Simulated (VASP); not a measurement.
# BeAu2S2 (P4/mmm) in VASP: a series of runs

The runs below take BeAu2S2 through single point, with PBE.

Everything below comes from runs of VASP 6.6.1. Logs are shortened: lines on timing, memory, paths and dates and some standing lists are left out, and cuts for length are marked.

**1. The cell of the first run**

It takes space group P4/mmm (No. 123, tetragonal). Conventional cell: a = 3.730 Å, b = 3.730 Å, c = 7.315 Å, α = 90.00°, β = 90.00°, γ = 90.00°. Within 2.4 Å of Be (site symmetry 4/mmm) lie 2 S at 1.83 Å. Within 2.4 Å of S (site symmetry 4mm) lie 1 Be at 1.83 Å. Within 3.4 Å of Au (site symmetry mmm) lie 4 S at 2.61 Å and 4 Au at 2.64 Å.

The cell was built from a structure type or drawn by symmetry, and may not be a known phase.

**2. Single point, PBE**

Input file INCAR:

```
SYSTEM = BeAu2S2
PREC = Accurate ; ENCUT = 520
EDIFF = 1E-7 ; ISMEAR = 0
SIGMA = 0.1 ; LREAL = .FALSE.
LASPH = .TRUE. ; NELM = 60
ALGO = Normal ; ISIF = 2
LWAVE = .FALSE. ; LCHARG = .FALSE.
GGA = PE ; NBANDS = 26
```

Input file KPOINTS:

```
Automatic mesh
0
G
  6 6 4
  0 0 0
```

Input file POSCAR:

```
BeAu2S2
1.0
    3.7302849300      0.0000000000      0.0000000000
    0.0000000000      3.7302849300      0.0000000000
    0.0000000000      0.0000000000      7.3148933900
Be S Au
1 2 2
Direct
    0.0000000000      0.0000000000      0.5000000000
    0.0000000000      0.0000000000      0.7502646400
    0.0000000000      0.0000000000      0.2497353600
    0.5000000000      0.0000000000      0.0000000000
    0.0000000000      0.5000000000      0.0000000000
```

Potentials or basis: VASP PAW PBE potentials, release 64 (Be, S, Au).

Run with:

```sh
$ cat potpaw_PBE.64/Be/POTCAR potpaw_PBE.64/S/POTCAR potpaw_PBE.64/Au/POTCAR > POTCAR
$ mpirun -np 1 vasp_std > vasp.out
```

OUTCAR:

```text
SYSTEM = BeAu2S2
   PREC = Accurate
   ENCUT = 520
   EDIFF = 1E-7
   ISMEAR = 0
   LREAL = .FALSE.
   LASPH = .TRUE.
   NELM = 60
   ISIF = 2
   GGA = PE

 ion  position               nearest neighbor table
   1  0.000  0.000  0.500-   2 1.83   3 1.83
   2  0.000  0.000  0.750-   1 1.83   4 2.61   5 2.61   5 2.61   4 2.61
   3  0.000  0.000  0.250-   1 1.83   4 2.61   5 2.61   5 2.61   4 2.61
   4  0.500  0.000  0.000-   2 2.61   3 2.61   2 2.61   3 2.61   5 2.64   5 2.64   5 2.64   5 2.64

   5  0.000  0.500  0.000-   2 2.61   3 2.61   2 2.61   3 2.61   4 2.64   4 2.64   4 2.64   4 2.64

  LATTYP: Found a simple tetragonal cell.
 ALAT       =     3.7302849300
 C/A-ratio  =     1.9609476293

  Lattice vectors:

 A1 = (   3.7302849300,   0.0000000000,   0.0000000000)
 A2 = (   0.0000000000,   3.7302849300,   0.0000000000)
 A3 = (   0.0000000000,   0.0000000000,   7.3148933900)

Analysis of symmetry for initial positions (statically):
=====================================================================
 Subroutine PRICEL returns:
 Original cell was already a primitive cell.

 Routine SETGRP: Setting up the symmetry group for a
 simple tetragonal supercell.

 Subroutine GETGRP returns: Found 16 space group operations
 (whereof 16 operations were pure point group operations)
 out of a pool of 16 trial point group operations.

The static configuration has the point symmetry D_4h.

Analysis of symmetry for dynamics (positions and initial velocities):
=====================================================================
 Subroutine PRICEL returns:
 Original cell was already a primitive cell.

 Routine SETGRP: Setting up the symmetry group for a
 simple tetragonal supercell.

 Subroutine GETGRP returns: Found 16 space group operations
 (whereof 16 operations were pure point group operations)
 out of a pool of 16 trial point group operations.

The dynamic configuration has the point symmetry D_4h.

 Subroutine INISYM returns: Found 16 space group operations
 (whereof 16 operations are pure point group operations),
 and found     1 'primitive' translations

----------------------------------------------------------------------------------------

                                     Primitive cell

  volume of cell :     101.7869

  direct lattice vectors                    reciprocal lattice vectors
     3.730284930  0.000000000  0.000000000     0.268076037  0.000000000  0.000000000
     0.000000000  3.730284930  0.000000000     0.000000000  0.268076037  0.000000000
     0.000000000  0.000000000  7.314893390     0.000000000  0.000000000  0.136707392

  length of vectors
     3.730284930  3.730284930  7.314893390     0.268076037  0.268076037  0.136707392

  position of ions in fractional coordinates (direct lattice)
     0.000000000  0.000000000  0.500000000
     0.000000000  0.000000000  0.750264640
     0.000000000  0.000000000  0.249735360
     0.500000000  0.000000000  0.000000000
     0.000000000  0.500000000  0.000000000

  ion indices of the primitive-cell ions
   primitive index   ion index
                 1           1
                 2           2
                 3           3
                 4           4
                 5           5

----------------------------------------------------------------------------------------

 KPOINTS: Automatic mesh

Automatic generation of k-mesh.
 Grid dimensions read from file:
 generate k-points for:    6    6    4

 Generating k-lattice:

  Cartesian coordinates                     Fractional coordinates (reciprocal lattice)
     0.044679339  0.000000000  0.000000000     0.166666667  0.000000000  0.000000000
     0.000000000  0.044679339  0.000000000     0.000000000  0.166666667  0.000000000
     0.000000000  0.000000000  0.034176848     0.000000000  0.000000000  0.250000000

  Length of vectors
     0.044679339  0.044679339  0.034176848

  Shift w.r.t. Gamma in fractional coordinates (k-lattice)
     0.000000000  0.000000000  0.000000000

 Subroutine IBZKPT returns following result:
 ===========================================

 Found     30 irreducible k-points:

 Following reciprocal coordinates:
            Coordinates               Weight
  0.000000  0.000000  0.000000      1.000000
  0.166667  0.000000  0.000000      4.000000
  0.333333  0.000000  0.000000      4.000000
  0.500000  0.000000  0.000000      2.000000
  0.166667  0.166667  0.000000      4.000000
  0.333333  0.166667  0.000000      8.000000
[... 16 lines left out ...]
  0.333333  0.000000  0.500000      4.000000
  0.500000  0.000000  0.500000      2.000000
 [... further k-points ...]
   k-points           NKPTS =     30   k-points in BZ     NKDIM =     30   number of bands    NBANDS=     26
   number of dos      NEDOS =    301   number of ions     NIONS =      5
   total plane-waves  NPLWV =  42336
   dimension x,y,z NGX =    28 NGY =   28 NGZ =   54
   dimension x,y,z NGXF=    56 NGYF=   56 NGZF=  108
   ions per type =               1   2   2
   NGX,Y,Z   is equivalent  to a cutoff of  12.48, 12.48, 12.27 a.u.
   NGXF,Y,Z  is equivalent  to a cutoff of  24.96, 24.96, 24.55 a.u.
 SYSTEM =  BeAu2S2
   PREC   = accura    normal or accurate (medium, high low for compatibility)
   ISTART =      0    job   : 0-new  1-cont  2-samecut
   ICHARG =      2    charge: 1-file 2-atom 10-const
   ISPIN  =      1    spin polarized calculation?
   LNONCOLLINEAR =      F non collinear calculations
   LSORBIT =      F    spin-orbit coupling
   LASPH  =      T    aspherical Exc in radial PAW
   ENCUT  =  520.0 eV  38.22 Ry    6.18 a.u.   6.94  6.94 13.60*2*pi/ulx,y,z
   NELM   =     60;   NELMIN=  2; NELMDL= -5     # of ELM steps
   EDIFF  = 0.1E-06   stopping-criterion for ELM
   LREAL  =      F    real-space projection
   EDIFFG = 0.1E-05   stopping-criterion for IOM
   NSW    =      0    number of steps for IOM
   IBRION =     -1    ionic relax: 0-MD 1-quasi-New 2-CG
   NFREE  =      0    steps in history (QN), initial steepest desc. (CG)
   ISIF   =      2    stress and relaxation
   ISYM   =      2    0-nonsym 1-usesym 2-fastsym
   POTIM  = 0.5000    time-step for ionic-motion
   TEBEG  =    0.0;   TEEND  =   0.0 temperature during run
   PSTRESS=    0.0 pullay stress
   NELECT =      36.0000    total number of electrons
   NUPDOWN=      -1.0000    fix difference up-down
   EMIN   =  10.00;   EMAX   =-10.00  energy-range for DOS
   EFERMI =   0.00;   METHOD = LEGACY
   ISMEAR =     0;   SIGMA  =   0.10  broadening in eV -4-tet -1-fermi 0-gaus
   EFERMI_NEDOS =   21; number of points for ismear=-14 and -15
   IALGO  =     38    algorithm
   IMIX   =      4    mixing-type and parameters
     AMIX     =   0.40;   BMIX     =  1.00
     AMIX_MAG =   1.60;   BMIX_MAG =  1.00
  volume/ion in A,a.u.               =      20.36       137.38
  Fermi-wavevector in a.u.,A,eV,Ry     =   1.157742  2.187814 18.236783  1.340366
  Thomas-Fermi vector in A             =   2.294350
   LORBIT       =      0    0 simple, 1 ext, 2 COOP (PROOUT), +10 PAW based schemes
   GGA     = PE    functional components
   LHFCALC =     F    Hartree Fock is set to
   AEXX    =    0.0000 exact exchange contribution
   IVDW    =     0    specifies the selected vdW correction
   LEPSILON=     F    determine dielectric tensor
   LRPA    =     F    only Hartree local field effects (RPA)
 non-spin polarized calculation
 Gauss-broadening in eV      SIGMA  =   0.10
  energy-cutoff  :      520.00
  volume of cell :      101.79
 maximum number of plane-waves:      2770
 NGX is ok and might be reduce to    28
   NGX = 13   NGY = 13   NGZ = 27

 number of electron      36.0000003 magnetization

 Free energy of the ion-electron system (eV)
  ---------------------------------------------------
  ext. energy  EPLUGINS =         0.00000000
  ---------------------------------------------------
  free energy    TOTEN  =       -16.40340282 eV

  energy without entropy =      -16.39522429  energy(sigma->0) =      -16.39931355

 E-fermi :   4.8289     XC(G=0):  -9.5063

 val. band max:        4.8252457552   @ k =   0.5000   0.5000   0.2500
 cond. band min:       4.8450089375   @ k =   0.5000   0.5000   0.5000
 fundamental gap:      0.0197631824
 Fermi energy:         4.8288722708

 k-point     1 :       0.0000    0.0000    0.0000
  band No.  band energies     occupation
      1      -9.4422      2.00000
      2      -8.5452      2.00000
      3      -3.9474      2.00000
      4      -2.2392      2.00000
      5      -2.1842      2.00000
      6      -1.2379      2.00000
[... 18 lines left out ...]
     25      11.1947      0.00000
     26      11.8184      0.00000

 k-point     2 :       0.1667    0.0000    0.0000
  band No.  band energies     occupation
      1      -9.3012      2.00000
      2      -8.5296      2.00000
      3      -3.6816      2.00000
      4      -1.9442      2.00000
      5      -1.9419      2.00000
      6      -1.3097      2.00000
[... 18 lines left out ...]
     25      11.8706      0.00000
     26      11.8838      0.00000

 k-point     3 :       0.3333    0.0000    0.0000
  band No.  band energies     occupation
      1      -8.9943      2.00000
      2      -8.4992      2.00000
      3      -3.0008      2.00000
      4      -1.2961      2.00000
      5      -1.2624      2.00000
      6      -1.2447      2.00000
[... 18 lines left out ...]
     25      12.0530      0.00000
     26      12.8026      0.00000

 k-point     4 :       0.5000    0.0000    0.0000
  band No.  band energies     occupation
      1      -8.8253      2.00000
      2      -8.4846      2.00000
      3      -2.4865      2.00000
      4      -1.4769      2.00000
      5      -1.1594      2.00000
      6      -0.5915      2.00000
[... 18 lines left out ...]
     25      12.4417      0.00000
     26      12.6115      0.00000

 k-point     5 :       0.1667    0.1667    0.0000
  band No.  band energies     occupation
      1      -9.1646      2.00000
      2      -8.5174      2.00000
      3      -3.4664      2.00000
      4      -1.9529      2.00000
      5      -1.5257      2.00000
      6      -1.3899      2.00000
[... 18 lines left out ...]
     25      12.1456      0.00000
     26      12.4232      0.00000

 k-point     6 :       0.3333    0.1667    0.0000
  band No.  band energies     occupation
      1      -8.8658      2.00000
      2      -8.4942      2.00000
      3      -2.8898      2.00000
      4      -1.6021      2.00000
      5      -1.5593      2.00000
      6      -0.7671      2.00000
[... 427 lines left out ...]
 k-point    21 :       0.0000    0.0000    0.5000
  band No.  band energies     occupation
      1      -9.4015      2.00000
      2      -8.6183      2.00000
      3      -3.7593      2.00000
      4      -2.2322      2.00000
      5      -2.1842      2.00000
      6      -1.2616      2.00000
[... 18 lines left out ...]
     25      10.9253      0.00000
     26      10.9253      0.00000

 k-point    22 :       0.1667    0.0000    0.5000
  band No.  band energies     occupation
      1      -9.2627      2.00000
      2      -8.5931      2.00000
      3      -3.4997      2.00000
      4      -1.9440      2.00000
      5      -1.9348      2.00000
      6      -1.4663      2.00000
[... 18 lines left out ...]
     25      11.3557      0.00000
     26      11.5847      0.00000

 k-point    23 :       0.3333    0.0000    0.5000
  band No.  band energies     occupation
      1      -8.9623      2.00000
      2      -8.5432      2.00000
      3      -2.8275      2.00000
      4      -1.5456      2.00000
      5      -1.2430      2.00000
      6      -1.2147      2.00000
[... 18 lines left out ...]
     25      12.2770      0.00000
     26      12.8442      0.00000

 k-point    24 :       0.5000    0.0000    0.5000
  band No.  band energies     occupation
      1      -8.7982      2.00000
      2      -8.5187      2.00000
      3      -2.2948      2.00000
      4      -1.4194      2.00000
      5      -1.3192      2.00000
      6      -0.6209      2.00000
[... 18 lines left out ...]
     25      12.4763      0.00000
     26      13.1451      0.00000

 [... further k-points ...]

------------------------ aborting loop because EDIFF is reached ----------------------------------------

  FORCE on cell =-STRESS in cart. coord.  units (eV):
  Direction    XX          YY          ZZ          XY          YZ          ZX
  --------------------------------------------------------------------------------------
  -------------------------------------------------------------------------------------
  Total       10.4423983     10.4423983      5.7834401      0.0000000      0.0000000     -0.0000000
  in kB      164.3685880    164.3685880     91.0342490      0.0000000      0.0000000     -0.0000000
  external PRESSURE =     139.9238083 kB  Pullay stress =       0.0000000 kB

 VOLUME and BASIS-vectors are now :
 -----------------------------------------------------------------------------
  energy-cutoff  :      520.00
  volume of cell :      101.79
      direct lattice vectors                 reciprocal lattice vectors
     3.730284930  0.000000000  0.000000000     0.268076037  0.000000000  0.000000000
     0.000000000  3.730284930  0.000000000     0.000000000  0.268076037  0.000000000
     0.000000000  0.000000000  7.314893390     0.000000000  0.000000000  0.136707392

 POSITION                                       TOTAL-FORCE (eV/Angst)
 -----------------------------------------------------------------------------------
      0.00000      0.00000      3.65745         0.000000      0.000000      0.000000
      0.00000      0.00000      5.48811        -0.000000      0.000000      0.291605
      0.00000      0.00000      1.82679         0.000000      0.000000     -0.291605
      1.86514      0.00000      0.00000         0.000000      0.000000      0.000000
      0.00000      1.86514      0.00000         0.000000      0.000000      0.000000
 -----------------------------------------------------------------------------------
    total drift:                                0.000000      0.000000     -0.000000

  FREE ENERGIE OF THE ION-ELECTRON SYSTEM (eV)
  ---------------------------------------------------
  free  energy   TOTEN  =       -16.4034028181 eV

  energy  without entropy=      -16.3952242903  energy(sigma->0) =      -16.39931355
```

Run time: 32 s. Hardware: 1 thread of Intel Xeon 6975P-C (Granite Rapids), shared host; peak memory 0.23 GiB.

What came out:

```yaml
Free_energy: -16.4034 eV
Pressure: 14.0 GPa
Largest_force: 0.292 eV/Å
Band_gap_on_the_k_mesh: zero (bands 18 and 19 overlap by 0.35 eV)
```

Forces on the atoms (eV/Å):
```
Be   0.000  0.000  0.000
S    0.000  0.000  0.292
S    0.000  0.000 -0.292
Au   0.000  0.000  0.000
Au   0.000  0.000  0.000
```

Caveat: the cell stands under pressure; spin-orbit coupling is left out, which moves the levels of the heavy elements.

**3. Single point, PBE**

This run uses another cell than the first one, of 24.94 Å³/atom.

Input file INCAR:

```
PREC = Accurate
ENCUT = 520
EDIFF = 1E-6
ISMEAR = 0
SIGMA = 0.1
LREAL = F
LASPH = T
NELM = 80
ALGO = Normal
ISIF = 2
LWAVE = F
LCHARG = T
GGA = PE
LELF = T
LVHAR = T
NBANDS = 26
```

Input file KPOINTS:

```
Automatic mesh
0
Gamma
  6 6 4
```

Input file POSCAR:

```
BeAu2S2
1.0
    4.1940617108      0.0000000000      0.0000000000
    0.0000000000      4.1940617108      0.0000000000
    0.0000000000      0.0000000000      7.0884017420
Be S Au
1 2 2
Direct
    0.0000000000      0.0000000000      0.5000000000
    0.0000000000      0.0000000000      0.7669915851
    0.0000000000      0.0000000000      0.2330084149
    0.5000000000      0.0000000000      0.0000000000
    0.0000000000      0.5000000000      0.0000000000
```

Potentials or basis: VASP PAW PBE potentials, release 64 (Be, S, Au).

Run with:

```sh
$ cat potpaw_PBE.64/Be/POTCAR potpaw_PBE.64/S/POTCAR potpaw_PBE.64/Au/POTCAR > POTCAR
$ mpirun -np 1 vasp_std > vasp.out
```

Wall time 32 s (1 thread of Intel Xeon 6975P-C (Granite Rapids), shared host); peak memory 0.27 GiB.

It converged, with:

* Free energy: -17.4555 eV
* Pressure: 0.1 GPa
* Largest force: 0.011 eV/Å
* Band gap on the k mesh: zero (bands 18 and 19 overlap by 0.02 eV)

Forces on the atoms (eV/Å):
```
Be   0.000  0.000  0.000
S    0.000  0.000 -0.011
S    0.000  0.000  0.011
Au   0.000  0.000  0.000
Au   0.000  0.000  0.000
```

Stress tensor (GPa, compression positive):
```
 0.26  0.00  0.00
 0.00  0.26  0.00
 0.00  0.00 -0.10
```

Levels at points of the mesh, in eV from the Fermi level:
| k point | band 14 | band 15 | band 16 | band 17 | band 18 | band 19 | band 20 | band 21 | band 22 | band 23 |
| --- | --- | --- | --- | --- | --- | --- | --- | --- | --- | --- |
| (0.00, 0.00, 0.00) | -3.18 | -2.69 | -1.78 | -0.16 | -0.01 | -0.01 | 3.02 | 3.02 | 3.23 | 3.48 |
| (0.50, 0.00, 0.00) | -3.16 | -2.47 | -2.18 | -1.61 | -0.12 | -0.01 | 0.63 | 4.03 | 4.27 | 5.04 |
| (0.50, 0.50, 0.00) | -3.23 | -2.81 | -1.61 | -1.61 | -0.65 | 0.26 | 1.17 | 1.17 | 3.80 | 5.52 |
| (0.00, 0.00, 0.50) | -3.01 | -2.69 | -1.78 | -0.75 | -0.75 | 1.00 | 2.19 | 3.33 | 5.07 | 5.15 |
| (0.50, 0.00, 0.50) | -3.11 | -2.85 | -1.95 | -1.82 | -0.69 | 1.34 | 1.68 | 2.46 | 4.10 | 5.28 |
| (0.50, 0.50, 0.50) | -3.23 | -2.81 | -1.33 | -1.33 | -1.07 | 0.32 | 2.77 | 2.77 | 2.99 | 2.99 |

Caveat: spin-orbit coupling is left out, which moves the levels of the heavy elements.

(Part 1 of 2 ends here.)
